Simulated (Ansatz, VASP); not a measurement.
# HgTe in VASP and in Ansatz

```
CELL_PARAMETERS angstrom
0.00000 3.32601 3.32601
3.32601 0.00000 3.32601
3.32601 3.32601 0.00000
ATOMIC_POSITIONS crystal
Hg 0.00000 0.00000 0.00000
Te 0.25000 0.25000 0.25000
```

Alike in both runs: task single point; functional PBE; k mesh 6 × 6 × 6; occupations fermi-dirac, width 0.02 eV; no spin polarisation.

|  | VASP | Ansatz |
| --- | --- | --- |
| version | VASP 6.6.1 | Ansatz 0.2.0 |
| potentials or method | VASP PAW PBE potentials, release 64 (Hg, Te) | plane waves, PAW |
| plane-wave cutoff (eV) | 520 | 420 |
| valence electrons in the cell | 18 | 36 |

|  | VASP | Ansatz | Ansatz less VASP |
| --- | --- | --- | --- |
| pressure (GPa) | 0.1 | 0.0 | -0.05 |

VASP's potentials hold 18 valence electrons a cell and Ansatz's 36, so a difference there can come from the potentials and not from the codes.

Spin-orbit coupling is off throughout.
